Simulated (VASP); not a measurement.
# BaO3 (Fm-3m) in VASP: further runs

The runs below take BaO3 through single point, with PBE.

Everything below comes from runs of VASP 6.6.1. Logs are shortened: lines on timing, memory, paths and dates and some standing lists are left out, and cuts for length are marked.

### 1 The cell of the first run

It takes space group Fm-3m (No. 225, cubic). The conventional cell has a = 6.309 Å, b = 6.309 Å, c = 6.309 Å, α = 90.00°, β = 90.00°, γ = 90.00°. Within 3.6 Å of Ba (site symmetry m-3m) lie 14 O at 2.73 to 3.15 Å. O (site symmetry -43m) has 4 Ba at 2.73 Å and 10 O at 2.73 to 3.15 Å within 3.6 Å. O (site symmetry m-3m) has 8 O at 2.73 Å and 6 Ba at 3.15 Å within 3.6 Å.

### 2 Single point, PBE, collinear spin, ferromagnetic start

INCAR reads:

```
ALGO     = Normal         # electronic algorithm
EDIFF    = 1E-6           # SCF threshold, eV
ENCUT    = 520            # plane-wave cutoff, eV
GGA      = PE             # functional
ISIF     = 2              # what is computed and relaxed
ISMEAR   = 0              # smearing method
ISPIN    = 2              # spin polarisation
LASPH    = True           # aspherical terms in the spheres
LCHARG   = False          # write CHGCAR
LORBIT   = 11             # projections on sites
LREAL    = False          # projectors in reciprocal space
LWAVE    = False          # write WAVECAR
MAGMOM   = 0 1 1 1        # initial moments
NBANDS   = 26             # bands
NELM     = 150            # most SCF steps
PREC     = Accurate       # precision mode
SIGMA    = 0.1            # smearing width, eV
```

KPOINTS reads:

```
k-points
0
Gamma
  6 6 6
```

POSCAR reads:

```
BaO3
1.0
    0.0000000000      3.1542621874      3.1542621874
    3.1542621874      0.0000000000      3.1542621874
    3.1542621874      3.1542621874      0.0000000000
Ba O
1 3
Direct
    0.5000000000      0.5000000000      0.5000000000
    0.2500000000      0.2500000000      0.2500000000
    0.7500000000      0.7500000000      0.7500000000
    0.0000000000      0.0000000000      0.0000000000
```

Potentials or basis: VASP PAW PBE potentials, release 64 (Ba_sv, O).

The run is started by

```
cat potpaw_PBE.64/Ba_sv/POTCAR potpaw_PBE.64/O/POTCAR > POTCAR
mpirun -np 1 vasp_std > vasp.out
```

OUTCAR:

```text
EDIFF = 1E-6
   ENCUT = 520
   GGA = PE
   ISIF = 2
   ISMEAR = 0
   ISPIN = 2
   LASPH = True
   LORBIT = 11
   LREAL = False
   NELM = 150
   PREC = Accurate

 ion  position               nearest neighbor table
   1  0.500  0.500  0.500-   2 2.73   2 2.73   2 2.73   2 2.73   3 2.73   3 2.73   3 2.73   3 2.73
                             4 3.15   4 3.15   4 3.15   4 3.15   4 3.15   4 3.15
   2  0.250  0.250  0.250-   1 2.73   1 2.73   1 2.73   1 2.73
   3  0.750  0.750  0.750-   1 2.73   1 2.73   1 2.73   1 2.73
   4  0.000  0.000  0.000-   1 3.15   1 3.15   1 3.15   1 3.15   1 3.15   1 3.15

  LATTYP: Found a face centered cubic cell.
 ALAT       =     6.3085243748

  Lattice vectors:

 A1 = (   0.0000000000,   3.1542621874,   3.1542621874)
 A2 = (   3.1542621874,   0.0000000000,   3.1542621874)
 A3 = (   3.1542621874,   3.1542621874,   0.0000000000)

Analysis of symmetry for initial positions (statically):
=====================================================================
 Subroutine PRICEL returns:
 Original cell was already a primitive cell.

 Routine SETGRP: Setting up the symmetry group for a
 face centered cubic supercell.

 Subroutine GETGRP returns: Found 48 space group operations
 (whereof 48 operations were pure point group operations)
 out of a pool of 48 trial point group operations.

The static configuration has the point symmetry O_h .

Analysis of symmetry for dynamics (positions and initial velocities):
=====================================================================
 Subroutine PRICEL returns:
 Original cell was already a primitive cell.

 Routine SETGRP: Setting up the symmetry group for a
 face centered cubic supercell.

 Subroutine GETGRP returns: Found 48 space group operations
 (whereof 48 operations were pure point group operations)
 out of a pool of 48 trial point group operations.

The dynamic configuration has the point symmetry O_h .

Analysis of structural, dynamic, and magnetic symmetry:
=====================================================================
 Subroutine PRICEL returns:
 Original cell was already a primitive cell.

 Routine SETGRP: Setting up the symmetry group for a
 face centered cubic supercell.

[... 120 lines left out ...]
  volume/ion in A,a.u.               =      15.69       105.89
  Fermi-wavevector in a.u.,A,eV,Ry     =   1.250892  2.363843 21.289446  1.564730
  Thomas-Fermi vector in A             =   2.384865
   LORBIT       =     11    0 simple, 1 ext, 2 COOP (PROOUT), +10 PAW based schemes
   GGA     = PE    functional components
   LHFCALC =     F    Hartree Fock is set to
   AEXX    =    0.0000 exact exchange contribution
   IVDW    =     0    specifies the selected vdW correction
   LEPSILON=     F    determine dielectric tensor
   LRPA    =     F    only Hartree local field effects (RPA)
 spin polarized calculation
 Gauss-broadening in eV      SIGMA  =   0.10
  energy-cutoff  :      520.00
  volume of cell :       62.77
 maximum number of plane-waves:      1711
 NGX is ok and might be reduce to    36
   NGX = 17   NGY = 17   NGZ = 17

 number of electron      28.0000011 magnetization       4.0000005

 Free energy of the ion-electron system (eV)
  ---------------------------------------------------
  ext. energy  EPLUGINS =         0.00000000
  ---------------------------------------------------
  free energy    TOTEN  =       -18.70242174 eV

  energy without entropy =      -18.68026408  energy(sigma->0) =      -18.69134291

 E-fermi :   0.3476     XC(G=0):  -9.9682

 val. band max:        0.3453059089   @ k =   0.5000   0.0000   0.0000
 cond. band min:       0.3620199058   @ k =   0.5000   0.1667   0.0000
 fundamental gap:      0.0167139969
 Fermi energy:         0.3476149228

 spin component 1

 k-point     1 :       0.0000    0.0000    0.0000
  band No.  band energies     occupation
      1     -24.1324      1.00000
      2     -17.4677      1.00000
      3     -16.4103      1.00000
      4     -16.2079      1.00000
      5      -9.1562      1.00000
      6      -9.1562      1.00000
[... 453 lines left out ...]
     25      15.6486      0.00000
     26      16.0852      0.00000
 Fermi energy:         0.3476149228

 spin component 2

 k-point     1 :       0.0000    0.0000    0.0000
  band No.  band energies     occupation
      1     -24.0801      1.00000
      2     -15.3260      1.00000
      3     -14.4086      1.00000
      4     -13.8698      1.00000
      5      -9.1162      1.00000
      6      -9.1162      1.00000
[... 453 lines left out ...]
     25      16.3554      0.00000
     26      16.6398      0.00000

------------------------ aborting loop because EDIFF is reached ----------------------------------------

  FORCE on cell =-STRESS in cart. coord.  units (eV):
  Direction    XX          YY          ZZ          XY          YZ          ZX
  --------------------------------------------------------------------------------------
  -------------------------------------------------------------------------------------
  Total        0.3687866      0.3687866      0.3687866     -0.0000000      0.0000000     -0.0000000
  in kB        9.4137422      9.4137422      9.4137422     -0.0000000      0.0000000     -0.0000000
  external PRESSURE =       9.4137422 kB  Pullay stress =       0.0000000 kB

 VOLUME and BASIS-vectors are now :
 -----------------------------------------------------------------------------
  energy-cutoff  :      520.00
  volume of cell :       62.77
      direct lattice vectors                 reciprocal lattice vectors
     0.000000000  3.154262187  3.154262187    -0.158515675  0.158515675  0.158515675
     3.154262187  0.000000000  3.154262187     0.158515675 -0.158515675  0.158515675
     3.154262187  3.154262187  0.000000000     0.158515675  0.158515675 -0.158515675

 POSITION                                       TOTAL-FORCE (eV/Angst)
 -----------------------------------------------------------------------------------
      3.15426      3.15426      3.15426         0.000000      0.000000      0.000000
      1.57713      1.57713      1.57713         0.000000      0.000000     -0.000000
      4.73139      4.73139      4.73139        -0.000000     -0.000000      0.000000
      0.00000      0.00000      0.00000         0.000000      0.000000      0.000000
 -----------------------------------------------------------------------------------
    total drift:                                0.000000      0.000000      0.000000

  FREE ENERGIE OF THE ION-ELECTRON SYSTEM (eV)
  ---------------------------------------------------
  free  energy   TOTEN  =       -18.7024217387 eV

  energy  without entropy=      -18.6802640834  energy(sigma->0) =      -18.69134291

 total charge

# of ion       s       p       d       tot
------------------------------------------
    1        2.006   5.628   0.283   7.917
    2        1.603   3.157   0.000   4.760
    3        1.603   3.157   0.000   4.760
    4        1.618   3.033   0.000   4.651
--------------------------------------------------
tot          6.830  14.975   0.283  22.088

 magnetization (x)

# of ion       s       p       d       tot
------------------------------------------
    1       -0.004   0.041  -0.022   0.015
    2        0.012   1.005   0.000   1.017
    3        0.012   1.005   0.000   1.017
    4        0.013   1.293   0.000   1.306
--------------------------------------------------
tot          0.035   3.343  -0.022   3.355
```

Run time: 64 s. Hardware: 1 thread of Intel Xeon Platinum 8259CL at 2.50GHz (Skylake/Cascade Lake), shared host; peak memory 0.25 GiB.

What came out:

```yaml
Free_energy: -18.7024 eV
Pressure: 0.9 GPa
Band_gap_on_the_k_mesh: zero (filled and empty bands overlap)
Net_moment: 4.00 μB per cell
Site_moments: Ba +0.01; O +1.02, +1.31 μB
Valence_electrons_inside_the_program's_atomic_spheres: Ba 7.92; O 4.76, 4.65
```

Levels at points of the mesh, in eV from the Fermi level:
Spin up:
| k point | band 13 | band 14 | band 15 | band 16 | band 17 | band 18 | band 19 | band 20 |
| --- | --- | --- | --- | --- | --- | --- | --- | --- |
| (0.00, 0.00, 0.00) | -2.98 | -1.00 | -1.00 | -1.00 | 7.15 | 7.15 | 8.14 | 9.87 |
| (0.50, 0.00, 0.00) | -1.70 | -1.57 | -1.57 | -1.43 | 8.55 | 8.61 | 8.61 | 9.87 |
| (0.50, 0.50, 0.00) | -1.85 | -1.59 | -1.18 | -1.18 | 7.52 | 7.54 | 8.68 | 10.12 |
Spin down:
| k point | band 9 | band 10 | band 11 | band 12 | band 13 | band 14 | band 15 | band 16 |
| --- | --- | --- | --- | --- | --- | --- | --- | --- |
| (0.00, 0.00, 0.00) | -1.63 | -1.63 | -0.90 | -0.90 | -0.90 | 1.17 | 1.17 | 1.17 |
| (0.50, 0.00, 0.00) | -1.90 | -1.36 | 0.00 | 0.05 | 0.05 | 0.65 | 0.65 | 0.83 |
| (0.50, 0.50, 0.00) | -1.19 | -1.19 | -0.03 | -0.03 | -0.02 | 0.34 | 1.07 | 1.07 |

Caveat: spin-orbit coupling is left out, which moves the levels of the heavy elements.

### 3 Single point, PBE, collinear spin, ferromagnetic start

This run uses another cell than the first one, of 15.96 Å³/atom, 1.017 times its volume.

INCAR reads:

```
  PREC = Accurate
  ENCUT = 520
  EDIFF = 1E-6
  ISMEAR = 0
  SIGMA = 0.1
  LREAL = F
  LASPH = T
  NELM = 150
  ALGO = Normal
  ISIF = 2
  LWAVE = F
  LCHARG = T
  ISPIN = 2
  MAGMOM = 0 1 1 1
  LORBIT = 11
  GGA = PE
  LELF = T
  LVHAR = T
  NBANDS = 26
```

KPOINTS reads:

```
Automatic mesh
0
Gamma
  6 6 6
```

POSCAR reads:

```
BaO3
1.0
    0.0000000000      3.1721545000      3.1721545000
    3.1721545000      0.0000000000      3.1721545000
    3.1721545000      3.1721545000      0.0000000000
Ba O
1 3
Direct
    0.5000000000      0.5000000000      0.5000000000
    0.2500000000      0.2500000000      0.2500000000
    0.7500000000      0.7500000000      0.7500000000
    0.0000000000      0.0000000000      0.0000000000
```

Potentials or basis: VASP PAW PBE potentials, release 64 (Ba_sv, O).

The run is started by

```
cat potpaw_PBE.64/Ba_sv/POTCAR potpaw_PBE.64/O/POTCAR > POTCAR
mpirun -np 1 vasp_std > vasp.out
```

OUTCAR:

```text
PREC = Accurate
   ENCUT = 520
   EDIFF = 1E-6
   ISMEAR = 0
   LREAL = F
   LASPH = T
   NELM = 150
   ISIF = 2
   ISPIN = 2
   LORBIT = 11
   GGA = PE

 ion  position               nearest neighbor table
   1  0.500  0.500  0.500-   2 2.75   3 2.75   2 2.75   2 2.75   2 2.75   3 2.75   3 2.75   3 2.75
                             4 3.17   4 3.17   4 3.17   4 3.17   4 3.17   4 3.17
   2  0.250  0.250  0.250-   1 2.75   1 2.75   1 2.75   1 2.75
   3  0.750  0.750  0.750-   1 2.75   1 2.75   1 2.75   1 2.75
   4  0.000  0.000  0.000-   1 3.17   1 3.17   1 3.17   1 3.17   1 3.17   1 3.17

  LATTYP: Found a face centered cubic cell.
 ALAT       =     6.3443090000

  Lattice vectors:

 A1 = (   0.0000000000,   3.1721545000,   3.1721545000)
 A2 = (   3.1721545000,   0.0000000000,   3.1721545000)
 A3 = (   3.1721545000,   3.1721545000,   0.0000000000)

Analysis of symmetry for initial positions (statically):
[... 1124 lines left out ...]

  FORCE on cell =-STRESS in cart. coord.  units (eV):
  Direction    XX          YY          ZZ          XY          YZ          ZX
  --------------------------------------------------------------------------------------
  -------------------------------------------------------------------------------------
  Total       -0.0339794     -0.0339794     -0.0339794     -0.0000000      0.0000000      0.0000000
  in kB       -0.8527733     -0.8527733     -0.8527733     -0.0000000      0.0000000      0.0000000
  external PRESSURE =      -0.8527733 kB  Pullay stress =       0.0000000 kB

 VOLUME and BASIS-vectors are now :
 -----------------------------------------------------------------------------
  energy-cutoff  :      520.00
  volume of cell :       63.84
      direct lattice vectors                 reciprocal lattice vectors
     0.000000000  3.172154500  3.172154500    -0.157621579  0.157621579  0.157621579
     3.172154500  0.000000000  3.172154500     0.157621579 -0.157621579  0.157621579
     3.172154500  3.172154500  0.000000000     0.157621579  0.157621579 -0.157621579

 POSITION                                       TOTAL-FORCE (eV/Angst)
 -----------------------------------------------------------------------------------
      3.17215      3.17215      3.17215        -0.000000     -0.000000     -0.000000
      1.58608      1.58608      1.58608         0.000000      0.000000      0.000000
      4.75823      4.75823      4.75823        -0.000000     -0.000000     -0.000000
      0.00000      0.00000      0.00000        -0.000000     -0.000000     -0.000000
 -----------------------------------------------------------------------------------
    total drift:                                0.000000      0.000000      0.000000

  FREE ENERGIE OF THE ION-ELECTRON SYSTEM (eV)
  ---------------------------------------------------
  free  energy   TOTEN  =       -18.7063257518 eV

  energy  without entropy=      -18.6841758970  energy(sigma->0) =      -18.69525082

 total charge

# of ion       s       p       d       tot
------------------------------------------
    1        2.005   5.628   0.272   7.905
    2        1.603   3.154   0.000   4.756
    3        1.603   3.154   0.000   4.756
    4        1.618   3.031   0.000   4.649
--------------------------------------------------
tot          6.828  14.966   0.272  22.066

 magnetization (x)

# of ion       s       p       d       tot
------------------------------------------
    1       -0.004   0.038  -0.022   0.012
    2        0.012   1.004   0.000   1.016
    3        0.012   1.004   0.000   1.016
    4        0.013   1.293   0.000   1.306
--------------------------------------------------
tot          0.034   3.339  -0.022   3.352
```

It took 71 s on 1 thread of Intel Xeon Platinum 8259CL at 2.50GHz (Skylake/Cascade Lake), shared host; peak memory 0.25 GiB.

What came out:

- Free energy: -18.7063 eV
- Pressure: -0.1 GPa
- Band gap on the k mesh: zero (filled and empty bands overlap)
- Net moment: 4.00 μB per cell
- Site moments: Ba +0.01; O +1.02, +1.31 μB
- Valence electrons inside the program's atomic spheres: Ba 7.91; O 4.76, 4.65

Levels at points of the mesh, in eV from the Fermi level:
Spin up:
```tsv
k point	band 14	band 15	band 16	band 17	band 18	band 19
(0.00, 0.00, 0.00)	-1.02	-1.02	-1.02	7.11	7.11	7.96
(0.50, 0.00, 0.00)	-1.58	-1.58	-1.44	8.43	8.52	8.52
(0.50, 0.50, 0.00)	-1.59	-1.20	-1.20	7.44	7.46	8.60
```
Spin down:
| k point | band 8 | band 9 | band 10 | band 11 | band 12 | band 13 | band 14 | band 15 | band 16 | band 17 |
| --- | --- | --- | --- | --- | --- | --- | --- | --- | --- | --- |
| (0.00, 0.00, 0.00) | -1.58 | -1.58 | -1.58 | -0.87 | -0.87 | -0.87 | 1.14 | 1.14 | 1.14 | 7.13 |
| (0.50, 0.00, 0.00) | -1.85 | -1.85 | -1.34 | -0.01 | 0.04 | 0.04 | 0.64 | 0.64 | 0.82 | 8.74 |
| (0.50, 0.50, 0.00) | -1.29 | -1.19 | -1.19 | -0.03 | -0.02 | -0.02 | 0.33 | 1.04 | 1.04 | 7.64 |

Caveat: spin-orbit coupling is left out, which moves the levels of the heavy elements.
